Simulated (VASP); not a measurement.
Write the native input for VASP 6.6.1 that does the following.

```
Task                   : single point
Functional             : PBE
Potentials or basis    : VASP PAW PBE potentials, release 64 (Si, C, Mg)
Cutoff                 : 520 eV
k mesh                 : 12 × 12 × 1
Occupations            : gaussian, width 0.1 eV
Spin                   : no spin polarisation
Dipole correction      : no
Further INCAR settings : LREAL = Auto; ALGO = Fast; EDIFF = 1e-06; NBANDS = 72
```

The structure of MgSi3C3 (an interface model) lies in POSCAR:

```
MgSi3C3
1.0
    3.0950015819      0.0000000000      0.0000000000
   -1.5475007910      2.6803499947      0.0000000000
    0.0000000000      0.0000000000     40.4178607377
Si C Mg
12 12 4
Direct
    0.0000000000      0.0000000000      0.0123707685
    0.6666666667      0.3333333333      0.0750358663
    0.3333333333      0.6666666667      0.1375932193
    0.0000000000      0.0000000000      0.2002403228
    0.3333333333      0.6666666667      0.2629054205
    0.6666666667      0.3333333333      0.3254627735
    0.0000000000      0.0000000000      0.3881098770
    0.6666666667      0.3333333333      0.4507749747
    0.3333333333      0.6666666667      0.5133323277
    0.0000000000      0.0000000000      0.5759794312
    0.3333333333      0.6666666667      0.6386445289
    0.6666666667      0.3333333333      0.7012018820
    0.6666666667      0.3333333333      0.0280730785
    0.3333333333      0.6666666667      0.0906282705
    0.0000000000      0.0000000000      0.1531407980
    0.3333333333      0.6666666667      0.2159426327
    0.6666666667      0.3333333333      0.2784978247
    0.0000000000      0.0000000000      0.3410103523
    0.6666666667      0.3333333333      0.4038121870
    0.3333333333      0.6666666667      0.4663673790
    0.0000000000      0.0000000000      0.5288799065
    0.3333333333      0.6666666667      0.5916817412
    0.6666666667      0.3333333333      0.6542369332
    0.0000000000      0.0000000000      0.7167494607
    0.0000000000      0.0000000000      0.7716756730
    0.3333333333     -0.3333333333      0.8365676185
    0.0000000000      0.0000000000      0.9014595641
    0.3333333333     -0.3333333333      0.9663515096
```

One way to write it, as run:

INCAR

```
PREC = Accurate
ENCUT = 520
EDIFF = 1E-6
ISMEAR = 0
SIGMA = 0.1
LREAL = Auto
LASPH = T
NELM = 100
ALGO = Fast
ISIF = 2
LWAVE = F
LCHARG = F
GGA = PE
NBANDS = 72
```

KPOINTS

```
Automatic mesh
0
Gamma
  12 12 1
```

Potentials or basis: VASP PAW PBE potentials, release 64 (Si, C, Mg).

Launch:

```sh
$ cat potpaw_PBE.64/Si/POTCAR potpaw_PBE.64/C/POTCAR potpaw_PBE.64/Mg/POTCAR > POTCAR
$ mpirun -np 1 vasp_std > vasp.out
```

It gave:

The pressure is 1.7 GPa and the largest force is 2.306 eV/Å. The band gap on the k mesh is zero (bands 52 and 53 overlap by 0.50 eV).

Run time: 31 min on 1 thread of Intel Xeon 8259CL, with other jobs on the host, peak memory 0.61 GiB.
